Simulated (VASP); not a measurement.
# ZnF2 (P4_2/mnm) in VASP: single point with PBEsol

Aim: the single point of ZnF2 with PBEsol.

All numbers are computed with VASP 6.6.1; they aren't measurements. Logs are shortened: lines on timing, memory, paths and dates and some standing lists are left out, and cuts for length are marked.

**1. The cell of the first run**

The structure is tetragonal, space group P4_2/mnm (No. 136). Conventional cell: a = 4.717 Å, b = 4.717 Å, c = 3.129 Å, α = 90.00°, β = 90.00°, γ = 90.00°. Zn (site symmetry mmm) has 6 F at 2.03 to 2.04 Å within 2.7 Å. Within 2.7 Å of F (site symmetry m2m) lie 3 Zn at 2.03 to 2.04 Å and 1 F at 2.62 Å.

**2. Single point, PBEsol**

The input, INCAR:

```
SYSTEM = ZnF2
  ALGO = Normal
  EDIFF = 1E-6
  ENCUT = 600
  GGA = PS
  GGA_COMPAT = .FALSE.
  ISIF = 2
  ISMEAR = 0
  LASPH = .TRUE.
  LCHARG = .TRUE.
  LELF = .TRUE.
  LREAL = .FALSE.
  LVHAR = .TRUE.
  LWAVE = .FALSE.
  NBANDS = 35
  NELM = 120
  PREC = Accurate
  SIGMA = 0.02
```

The input, KPOINTS:

```
k-points
0
G
  6 6 8
  0 0 0
```

The input, POSCAR:

```
ZnF2
1.0
    4.7171584267      0.0000000000      0.0000000000
    0.0000000000      4.7171584267      0.0000000000
    0.0000000000      0.0000000000      3.1286502739
Zn F
2 4
Direct
    0.5000000000      0.5000000000      0.5000000000
    0.0000000000      0.0000000000      0.0000000000
    0.6961638919      0.6961638919      0.0000000000
    0.8038361081      0.1961638919      0.5000000000
    0.3038361081      0.3038361081      0.0000000000
    0.1961638919      0.8038361081      0.5000000000
```

Potentials or basis: VASP PAW PBE potentials, release 64 (Zn, F).

Command:

```bash
$ cat potpaw_PBE.64/Zn/POTCAR potpaw_PBE.64/F/POTCAR > POTCAR
$ mpirun -np 1 vasp_std > vasp.out
```

OUTCAR:

```text
SYSTEM = ZnF2
   EDIFF = 1E-6
   ENCUT = 600
   GGA = PS
   ISIF = 2
   ISMEAR = 0
   LASPH = .TRUE.
   LREAL = .FALSE.
   NELM = 120
   PREC = Accurate

 ion  position               nearest neighbor table
   1  0.500  0.500  0.500-   4 2.03   6 2.03   5 2.04   3 2.04   3 2.04   5 2.04
   2  0.000  0.000  0.000-   3 2.03   5 2.03   4 2.04   6 2.04   4 2.04   6 2.04
   3  0.696  0.696  0.000-   2 2.03   1 2.04   1 2.04
   4  0.804  0.196  0.500-   1 2.03   2 2.04   2 2.04
   5  0.304  0.304  0.000-   2 2.03   1 2.04   1 2.04
   6  0.196  0.804  0.500-   1 2.03   2 2.04   2 2.04

  LATTYP: Found a simple tetragonal cell.
 ALAT       =     4.7171584267
 C/A-ratio  =     0.6632489289

  Lattice vectors:

 A1 = (   4.7171584267,   0.0000000000,   0.0000000000)
 A2 = (   0.0000000000,   4.7171584267,   0.0000000000)
 A3 = (   0.0000000000,   0.0000000000,   3.1286502739)

Analysis of symmetry for initial positions (statically):
=====================================================================
 Subroutine PRICEL returns:
 Original cell was already a primitive cell.

 Routine SETGRP: Setting up the symmetry group for a
 simple tetragonal supercell.

 Subroutine GETGRP returns: Found 16 space group operations
 (whereof  8 operations were pure point group operations)
 out of a pool of 16 trial point group operations.

The static configuration has the point symmetry D_2h.
 The point group associated with its full space group is D_4h.

Analysis of symmetry for dynamics (positions and initial velocities):
=====================================================================
 Subroutine PRICEL returns:
 Original cell was already a primitive cell.

 Routine SETGRP: Setting up the symmetry group for a
 simple tetragonal supercell.

 Subroutine GETGRP returns: Found 16 space group operations
 (whereof  8 operations were pure point group operations)
 out of a pool of 16 trial point group operations.

The dynamic configuration has the point symmetry D_2h.
 The point group associated with its full space group is D_4h.

 Subroutine INISYM returns: Found 16 space group operations
 (whereof  8 operations are pure point group operations),
 and found     1 'primitive' translations

----------------------------------------------------------------------------------------

                                     Primitive cell

  volume of cell :      69.6174

  direct lattice vectors                    reciprocal lattice vectors
     4.717158427  0.000000000  0.000000000     0.211992032  0.000000000  0.000000000
     0.000000000  4.717158427  0.000000000     0.000000000  0.211992032  0.000000000
     0.000000000  0.000000000  3.128650274     0.000000000  0.000000000  0.319626648

  length of vectors
     4.717158427  4.717158427  3.128650274     0.211992032  0.211992032  0.319626648

  position of ions in fractional coordinates (direct lattice)
     0.500000000  0.500000000  0.500000000
     0.000000000  0.000000000  0.000000000
     0.696163892  0.696163892  0.000000000
     0.803836108  0.196163892  0.500000000
     0.303836108  0.303836108  0.000000000
     0.196163892  0.803836108  0.500000000

  ion indices of the primitive-cell ions
   primitive index   ion index
                 1           1
                 2           2
                 3           3
                 4           4
                 5           5
                 6           6

----------------------------------------------------------------------------------------

 KPOINTS: k-points

Automatic generation of k-mesh.
 Grid dimensions read from file:
 generate k-points for:    6    6    8

 Generating k-lattice:

  Cartesian coordinates                     Fractional coordinates (reciprocal lattice)
     0.035332005  0.000000000  0.000000000     0.166666667  0.000000000  0.000000000
     0.000000000  0.035332005  0.000000000     0.000000000  0.166666667  0.000000000
     0.000000000  0.000000000  0.039953331     0.000000000  0.000000000  0.125000000

  Length of vectors
     0.035332005  0.035332005  0.039953331

  Shift w.r.t. Gamma in fractional coordinates (k-lattice)
     0.000000000  0.000000000  0.000000000

 Subroutine IBZKPT returns following result:
 ===========================================

 Found     50 irreducible k-points:

 Following reciprocal coordinates:
            Coordinates               Weight
  0.000000  0.000000  0.000000      1.000000
  0.166667  0.000000  0.000000      4.000000
  0.333333  0.000000  0.000000      4.000000
  0.500000  0.000000  0.000000      2.000000
  0.166667  0.166667  0.000000      4.000000
  0.333333  0.166667  0.000000      8.000000
[... 16 lines left out ...]
  0.333333  0.000000  0.250000      8.000000
  0.500000  0.000000  0.250000      4.000000
 [... further k-points ...]
   k-points           NKPTS =     50   k-points in BZ     NKDIM =     50   number of bands    NBANDS=     35
   number of dos      NEDOS =    301   number of ions     NIONS =      6
   total plane-waves  NPLWV =  44800
   dimension x,y,z NGX =    40 NGY =   40 NGZ =   28
   dimension x,y,z NGXF=    80 NGYF=   80 NGZF=   56
   ions per type =               2   4
   NGX,Y,Z   is equivalent  to a cutoff of  14.10, 14.10, 14.88 a.u.
   NGXF,Y,Z  is equivalent  to a cutoff of  28.19, 28.19, 29.76 a.u.
 SYSTEM =  ZnF2
   PREC   = accura    normal or accurate (medium, high low for compatibility)
   ISTART =      0    job   : 0-new  1-cont  2-samecut
   ICHARG =      2    charge: 1-file 2-atom 10-const
   ISPIN  =      1    spin polarized calculation?
   LNONCOLLINEAR =      F non collinear calculations
   LSORBIT =      F    spin-orbit coupling
   LASPH  =      T    aspherical Exc in radial PAW
   ENCUT  =  600.0 eV  44.10 Ry    6.64 a.u.   9.42  9.42  6.25*2*pi/ulx,y,z
   NELM   =    120;   NELMIN=  2; NELMDL= -5     # of ELM steps
   EDIFF  = 0.1E-05   stopping-criterion for ELM
   LREAL  =      F    real-space projection
   EDIFFG = 0.1E-04   stopping-criterion for IOM
   NSW    =      0    number of steps for IOM
   IBRION =     -1    ionic relax: 0-MD 1-quasi-New 2-CG
   NFREE  =      0    steps in history (QN), initial steepest desc. (CG)
   ISIF   =      2    stress and relaxation
   ISYM   =      2    0-nonsym 1-usesym 2-fastsym
   POTIM  = 0.5000    time-step for ionic-motion
   TEBEG  =    0.0;   TEEND  =   0.0 temperature during run
   PSTRESS=    0.0 pullay stress
   NELECT =      52.0000    total number of electrons
   NUPDOWN=      -1.0000    fix difference up-down
   EMIN   =  10.00;   EMAX   =-10.00  energy-range for DOS
   EFERMI =   0.00;   METHOD = LEGACY
   ISMEAR =     0;   SIGMA  =   0.02  broadening in eV -4-tet -1-fermi 0-gaus
   EFERMI_NEDOS =   21; number of points for ismear=-14 and -15
   IALGO  =     38    algorithm
   IMIX   =      4    mixing-type and parameters
     AMIX     =   0.40;   BMIX     =  1.00
     AMIX_MAG =   1.60;   BMIX_MAG =  1.00
  volume/ion in A,a.u.               =      11.60        78.30
  Fermi-wavevector in a.u.,A,eV,Ry     =   1.485377  2.806955 30.019135  2.206344
  Thomas-Fermi vector in A             =   2.598796
   LORBIT       =      0    0 simple, 1 ext, 2 COOP (PROOUT), +10 PAW based schemes
   GGA     = PS    functional components
   LHFCALC =     F    Hartree Fock is set to
   AEXX    =    0.0000 exact exchange contribution
   IVDW    =     0    specifies the selected vdW correction
   LEPSILON=     F    determine dielectric tensor
   LRPA    =     F    only Hartree local field effects (RPA)
 non-spin polarized calculation
 Gauss-broadening in eV      SIGMA  =   0.02
  energy-cutoff  :      600.00
  volume of cell :       69.62
 maximum number of plane-waves:      2346
 NGX is ok and might be reduce to    40
   NGX = 19   NGY = 19   NGZ = 13

 number of electron      52.0000003 magnetization

 Free energy of the ion-electron system (eV)
  ---------------------------------------------------
  ext. energy  EPLUGINS =         0.00000000
  ---------------------------------------------------
  free energy    TOTEN  =       -24.71933310 eV

  energy without entropy =      -24.71933310  energy(sigma->0) =      -24.71933310

 E-fermi :  -1.1502     XC(G=0): -10.5306

 val. band max:       -1.2971690070   @ k =   0.0000   0.0000   0.0000
 cond. band min:       2.0721431384   @ k =   0.0000   0.0000   0.0000
 fundamental gap:      3.3693121453
 Fermi energy:        -1.1502239138

 k-point     1 :       0.0000    0.0000    0.0000
  band No.  band energies     occupation
      1     -23.0588      2.00000
      2     -22.2670      2.00000
      3     -22.2670      2.00000
      4     -22.2371      2.00000
      5      -7.5842      2.00000
      6      -6.6623      2.00000
[... 27 lines left out ...]
     34      13.5083      0.00000
     35      13.5083      0.00000

 k-point     2 :       0.1667    0.0000    0.0000
  band No.  band energies     occupation
      1     -23.0158      2.00000
      2     -22.3672      2.00000
      3     -22.2580      2.00000
      4     -22.1951      2.00000
      5      -7.4500      2.00000
      6      -6.6225      2.00000
[... 27 lines left out ...]
     34      14.1029      0.00000
     35      14.1120      0.00000

 k-point     3 :       0.3333    0.0000    0.0000
  band No.  band energies     occupation
      1     -22.8950      2.00000
      2     -22.5323      2.00000
      3     -22.2343      2.00000
      4     -22.1867      2.00000
      5      -7.0915      2.00000
      6      -6.5513      2.00000
[... 27 lines left out ...]
     34      14.6031      0.00000
     35      14.7148      0.00000

 k-point     4 :       0.5000    0.0000    0.0000
  band No.  band energies     occupation
      1     -22.7216      2.00000
      2     -22.7216      2.00000
      3     -22.2057      2.00000
      4     -22.2057      2.00000
      5      -6.6815      2.00000
      6      -6.6815      2.00000
[... 27 lines left out ...]
     34      14.1220      0.00000
     35      15.2362      0.00000

 k-point     5 :       0.1667    0.1667    0.0000
  band No.  band energies     occupation
      1     -22.9751      2.00000
      2     -22.4028      2.00000
      3     -22.2782      2.00000
      4     -22.1854      2.00000
      5      -7.3634      2.00000
      6      -6.5739      2.00000
[... 638 lines left out ...]
 k-point    22 :       0.1667    0.0000    0.2500
  band No.  band energies     occupation
      1     -22.8281      2.00000
      2     -22.3353      2.00000
      3     -22.2393      2.00000
      4     -22.2199      2.00000
      5      -7.0095      2.00000
      6      -6.4228      2.00000
[... 27 lines left out ...]
     34      13.1708      0.00000
     35      13.2779      0.00000

 k-point    23 :       0.3333    0.0000    0.2500
  band No.  band energies     occupation
      1     -22.7323      2.00000
      2     -22.4539      2.00000
      3     -22.2298      2.00000
      4     -22.2126      2.00000
      5      -6.7314      2.00000
      6      -6.2629      2.00000
[... 27 lines left out ...]
     34      13.0881      0.00000
     35      13.6834      0.00000

 k-point    24 :       0.5000    0.0000    0.2500
  band No.  band energies     occupation
      1     -22.5970      2.00000
      2     -22.5970      2.00000
      3     -22.2187      2.00000
      4     -22.2187      2.00000
      5      -6.3651      2.00000
      6      -6.3651      2.00000
[... 27 lines left out ...]
     34      12.7323      0.00000
     35      14.7924      0.00000

 [... further k-points ...]
[... 5 lines left out ...]
  --------------------------------------------------------------------------------------
  -------------------------------------------------------------------------------------
  Total        0.1902156      0.1902156      0.3246378      0.0000000      0.0000000      0.0000000
  in kB        4.3776262      4.3776262      7.4712235      0.0000000      0.0000000      0.0000000
  external PRESSURE =       5.4088253 kB  Pullay stress =       0.0000000 kB

 VOLUME and BASIS-vectors are now :
 -----------------------------------------------------------------------------
  energy-cutoff  :      600.00
  volume of cell :       69.62
      direct lattice vectors                 reciprocal lattice vectors
     4.717158427  0.000000000  0.000000000     0.211992032  0.000000000  0.000000000
     0.000000000  4.717158427  0.000000000     0.000000000  0.211992032  0.000000000
     0.000000000  0.000000000  3.128650274     0.000000000  0.000000000  0.319626648

 POSITION                                       TOTAL-FORCE (eV/Angst)
 -----------------------------------------------------------------------------------
      2.35858      2.35858      1.56433        -0.000000     -0.000000      0.000000
      0.00000      0.00000      0.00000        -0.000000     -0.000000      0.000000
      3.28392      3.28392      0.00000         0.010210      0.010210      0.000000
      3.79182      0.92534      1.56433        -0.010210      0.010210      0.000000
      1.43324      1.43324      0.00000        -0.010210     -0.010210      0.000000
      0.92534      3.79182      1.56433         0.010210     -0.010210      0.000000
 -----------------------------------------------------------------------------------
    total drift:                               -0.000000      0.000000      0.000000

  FREE ENERGIE OF THE ION-ELECTRON SYSTEM (eV)
  ---------------------------------------------------
  free  energy   TOTEN  =       -24.7193331030 eV

  energy  without entropy=      -24.7193331030  energy(sigma->0) =      -24.71933310
```

It took 3.2 min on 1 thread of AMD EPYC 7R43 (Zen 3), shared host; peak memory 0.22 GiB.

Results:

```
Free energy            : -24.7193 eV
Pressure               : 0.5 GPa
Largest force          : 0.014 eV/Å
Band gap on the k mesh : 3.37 eV, direct
```

Forces in eV/Å, atoms in the order of the input:
```
Zn   0.000  0.000  0.000
Zn   0.000  0.000  0.000
F    0.010  0.010  0.000
F   -0.010  0.010  0.000
F   -0.010 -0.010  0.000
F    0.010 -0.010  0.000
```

Caveat: the PAW data sets were made with another functional, which shifts forces and pressure a little. Expect the measured gap to be larger: semilocal functionals such as PBEsol lack the derivative discontinuity.
